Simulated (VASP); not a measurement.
# AlNi (P4/mmm) in VASP: further runs, part 2 of 2

VASP 6.6.1. Earlier steps stand in the parts before.

### 4 Single point, PBEsol (strain -0.0150 x Voigt [1, 1, 0, 0, 0, 0])

Input file INCAR:

```
SYSTEM = AlNi
PREC = Accurate
ENCUT = 520
EDIFF = 1E-6
ISMEAR = 0
SIGMA = 0.15
LREAL = .FALSE.
LASPH = .TRUE.
NELM = 100
ALGO = Fast
ISIF = 2
LWAVE = .FALSE.
LCHARG = .TRUE.
GGA = PS
LELF = .TRUE.
LVHAR = .TRUE.
NBANDS = 14
```

Input file KPOINTS:

```
Automatic mesh
0
G
  20 20 20
  0 0 0
```

Input file POSCAR:

```
AlNi
1.0
    1.9910081659     -1.9910295416      0.0000000000
    1.9910081659      1.9910295416      0.0000000000
    0.0000000000      0.0000000000      2.8694088111
Al Ni
1 1
Direct
    0.0000000000      0.0000000000      0.0000000000
    0.5000000000      0.5000000000      0.5000000000
```

Potentials or basis: VASP PAW PBE potentials, release 64 (Al, Ni).

On the command line:

```
$ cat potpaw_PBE.64/Al/POTCAR potpaw_PBE.64/Ni/POTCAR > POTCAR
$ mpirun -np 1 vasp_std > vasp.out
```

OUTCAR:

```text
SYSTEM = AlNi
   PREC = Accurate
   ENCUT = 520
   EDIFF = 1E-6
   ISMEAR = 0
   LREAL = .FALSE.
   LASPH = .TRUE.
   NELM = 100
   ISIF = 2
   GGA = PS

 ion  position               nearest neighbor table
   1  0.000  0.000  0.000-   2 2.45   2 2.45   2 2.45   2 2.45   2 2.45   2 2.45   2 2.45   2 2.45

   2  0.500  0.500  0.500-   1 2.45   1 2.45   1 2.45   1 2.45   1 2.45   1 2.45   1 2.45   1 2.45

  LATTYP: Found a base centered orthorhombic cell.
 ALAT       =     3.9820163318
 B/A-ratio  =     1.0000107361
 C/A-ratio  =     0.7205919243

  Lattice vectors:

[... 590 lines left out ...]
     11      24.0166      0.00000
     12      24.1011      0.00000
     13      24.2878      0.00000
     14      27.5001      0.00000

 [... further k-points ...]
[... 5 lines left out ...]
  --------------------------------------------------------------------------------------
  -------------------------------------------------------------------------------------
  Total        0.8989101      0.8984903      0.6788458     -0.0000000      0.0000000      0.0000000
  in kB       63.3072837     63.2777206     47.8088766     -0.0000000      0.0000000      0.0000000
  external PRESSURE =      58.1312936 kB  Pullay stress =       0.0000000 kB

 VOLUME and BASIS-vectors are now :
 -----------------------------------------------------------------------------
  energy-cutoff  :      520.00
  volume of cell :       22.75
      direct lattice vectors                 reciprocal lattice vectors
     1.991008166 -1.991029542  0.000000000     0.251129055 -0.251126359  0.000000000
     1.991008166  1.991029542  0.000000000     0.251129055  0.251126359  0.000000000
     0.000000000  0.000000000  2.869408811     0.000000000  0.000000000  0.348503844

 POSITION                                       TOTAL-FORCE (eV/Angst)
 -----------------------------------------------------------------------------------
      0.00000      0.00000      0.00000         0.000000     -0.000000      0.000000
      1.99101      0.00000      1.43470         0.000000      0.000000      0.000000
 -----------------------------------------------------------------------------------
    total drift:                                0.000000     -0.000000     -0.000000

  FREE ENERGIE OF THE ION-ELECTRON SYSTEM (eV)
  ---------------------------------------------------
  free  energy   TOTEN  =       -11.5765484909 eV

  energy  without entropy=      -11.5670396494  energy(sigma->0) =      -11.57179407
```

OSZICAR:

```text
N       E                     dE             d eps       ncg     rms          rms(c)
DAV:   1     0.403308213384E+02    0.40331E+02   -0.54217E+03 34902   0.984E+02
DAV:   2    -0.114812176896E+02   -0.51812E+02   -0.46878E+02 36792   0.182E+02
DAV:   3    -0.132356578767E+02   -0.17544E+01   -0.17366E+01 43376   0.370E+01
DAV:   4    -0.132583741700E+02   -0.22716E-01   -0.22710E-01 40766   0.385E+00
DAV:   5    -0.132590318000E+02   -0.65763E-03   -0.65762E-03 44258   0.712E-01    0.131E+01
RMM:   6    -0.151170926877E+02   -0.18581E+01   -0.15237E+01 41849   0.488E+01    0.168E+01
RMM:   7    -0.115934002630E+02    0.35237E+01   -0.41496E+00 38529   0.249E+01    0.132E+00
RMM:   8    -0.115877245194E+02    0.56757E-02   -0.82778E-02 36885   0.287E+00    0.750E-01
RMM:   9    -0.115807205742E+02    0.70039E-02   -0.29533E-02 39220   0.115E+00    0.580E-01
RMM:  10    -0.115765437662E+02    0.41768E-02   -0.85269E-03 42016   0.117E+00    0.155E-01
RMM:  11    -0.115767296454E+02   -0.18588E-03   -0.93572E-04 46709   0.358E-01    0.138E-01
RMM:  12    -0.115765367480E+02    0.19290E-03   -0.36162E-04 46371   0.207E-01    0.225E-02
RMM:  13    -0.115765468165E+02   -0.10069E-04   -0.99153E-05 47009   0.670E-02    0.636E-03
RMM:  14    -0.115765483503E+02   -0.15338E-05   -0.17060E-05 47025   0.296E-02    0.458E-03
RMM:  15    -0.115765484909E+02   -0.14053E-06   -0.14575E-06 26056   0.902E-03
   1 F= -.11576548E+02 E0= -.11571794E+02  d E =-.950884E-02
```

It took 12 min on 1 thread of AMD EPYC 7R13, shared host; peak memory 0.46 GiB.

What came out:

```yaml
Free_energy: -11.5765 eV
Pressure: 5.8 GPa
```

Stress tensor (GPa, compression positive):
```
6.33 0.00 0.00
0.00 6.33 0.00
0.00 0.00 4.78
```

Levels at points of the mesh, in eV from the Fermi level:
```tsv
k point	band 4	band 5	band 6	band 7	band 8	band 9	band 10	band 11
(0.00, 0.00, 0.00)	-1.66	-1.66	-1.61	5.25	5.95	5.95	8.22	8.39
(0.50, 0.00, 0.00)	-2.47	-2.36	-1.56	-0.62	8.35	9.83	10.48	11.10
(0.50, 0.50, 0.00)	-2.93	-2.28	-2.28	-1.05	1.68	2.86	12.54	15.26
(0.00, 0.00, 0.50)	-2.36	-2.36	-1.52	-0.77	8.36	10.41	10.41	11.46
(0.50, 0.00, 0.50)	-3.01	-2.21	-2.19	-1.10	1.50	2.68	13.02	15.57
(0.50, 0.50, 0.50)	-1.07	-1.02	1.91	1.96	1.96	4.18	4.63	4.63
```

Caveat: the cell differs from its parent crystal (strain -0.0150 x Voigt [1, 1, 0, 0, 0, 0]); the PAW data sets were made with another functional, which shifts forces and pressure a little. Spin polarisation is off, so any magnetic state and its effect on volume and gap are missing.

### 5 Single point, PBEsol (strain -0.0100 x Voigt [1, 1, 0, 0, 0, 0])

Input file INCAR:

```
SYSTEM = AlNi
PREC = Accurate ; ENCUT = 520
EDIFF = 1E-6 ; ISMEAR = 0
SIGMA = 0.15 ; LREAL = .False.
LASPH = .True. ; NELM = 60
ALGO = Fast ; ISIF = 2
LWAVE = .False. ; LCHARG = .False.
GGA = PS ; NBANDS = 14
```

Input file KPOINTS:

```
regular mesh
0
Gamma
  20 20 20
  0 0 0
```

Input file POSCAR:

```
AlNi
1.0
    2.0011148063     -2.0011362905      0.0000000000
    2.0011148063      2.0011362905      0.0000000000
    0.0000000000      0.0000000000      2.8694088111
Al Ni
1 1
Direct
    0.0000000000      0.0000000000      0.0000000000
    0.5000000000      0.5000000000      0.5000000000
```

On the command line:

```
$ cat potpaw_PBE.64/Al/POTCAR potpaw_PBE.64/Ni/POTCAR > POTCAR
$ mpirun -np 1 vasp_std > vasp.out
```

Run time: 10 min. Hardware: 1 thread of AMD EPYC 7R13, shared host; peak memory 0.46 GiB.

Results (log left out):

```yaml
Free_energy: -11.5841 eV
Pressure: 3.8 GPa
```

Stress tensor (GPa, compression positive):
```
4.15 0.00 0.00
0.00 4.14 0.00
0.00 0.00 3.02
```

Levels at points of the mesh, in eV from the Fermi level:
| k point | band 5 | band 6 | band 7 | band 8 | band 9 | band 10 |
| --- | --- | --- | --- | --- | --- | --- |
| (0.00, 0.00, 0.00) | -1.64 | -1.60 | 5.33 | 5.84 | 5.84 | 8.21 |
| (0.50, 0.00, 0.00) | -2.34 | -1.54 | -0.63 | 8.34 | 9.89 | 10.37 |
| (0.50, 0.50, 0.00) | -2.23 | -2.23 | -1.04 | 1.62 | 2.78 | 12.51 |
| (0.00, 0.00, 0.50) | -2.34 | -1.51 | -0.74 | 8.35 | 10.31 | 10.31 |
| (0.50, 0.00, 0.50) | -2.18 | -2.16 | -1.08 | 1.49 | 2.65 | 12.86 |
| (0.50, 0.50, 0.50) | -1.01 | 1.93 | 1.96 | 1.96 | 4.09 | 4.60 |

Caveat: the cell differs from its parent crystal (strain -0.0100 x Voigt [1, 1, 0, 0, 0, 0]); the PAW data sets were made with another functional, which shifts forces and pressure a little. Spin polarisation is off, so any magnetic state and its effect on volume and gap are missing.

### 6 Overview

| cell | further INCAR settings | gap on the mesh (eV) | pressure (GPa) |
| --- | --- | --- | --- |
| a = 2.916, b = 2.916, c = 2.869 Å, 2 atoms | ALGO = Fast; EDIFF = 1e-06; NBANDS = 14 | none | -6.4 |
| a = 2.801, b = 2.801, c = 2.869 Å, 2 atoms | ALGO = Fast; EDIFF = 1e-07; NBANDS = 14 | none | 7.7 |
| a = 2.816, b = 2.816, c = 2.869 Å, 2 atoms | ALGO = Fast; EDIFF = 1e-06; NBANDS = 14 | none | 5.8 |
| a = 2.830, b = 2.830, c = 2.869 Å, 2 atoms | ALGO = Fast; EDIFF = 1e-06; NBANDS = 14 | none | 3.8 |

Alike in all rows: task single point; level PBEsol; potentials or basis VASP PAW PBE potentials, release 64 (Al, Ni); no spin polarisation; k mesh 20 × 20 × 20; cutoff (eV) 520; smearing gaussian 0.15 eV.

Caveats: the PAW data sets were made with another functional, which shifts forces and pressure a little.

Absolute energies hang on the potentials; compare differences alone.
